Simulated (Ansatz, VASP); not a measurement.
**KBr in VASP and in Ansatz**

```
K Br
1.0
     4.04350    0.00000    0.00000
     0.00000    4.04350    0.00000
     0.00000    0.00000    4.04350
K Br
1 1
Direct
  0.00000 0.00000 0.00000
  0.50000 0.50000 0.50000
```

Alike in both runs: task single point; functional revPBE; k mesh 4 × 4 × 4; occupations methfessel-paxton of order 1, width 0.02 eV; no spin polarisation.

|  | VASP | Ansatz |
| --- | --- | --- |
| version | VASP 6.6.1 | Ansatz 0.2.0 |
| potentials or method | VASP PAW PBE potentials, release 64 (K_sv, Br), cutoff 500 eV | plane waves, PAW |
| valence electrons in the cell | 16 | 16 |

Ansatz gave:

| Item | Value |
| --- | --- |
| pressure (GPa) | 1.2 |

What did VASP give for the same quantities?

Pressure (GPa): 1.3.

VASP's potentials were made for PBE, not for revPBE.
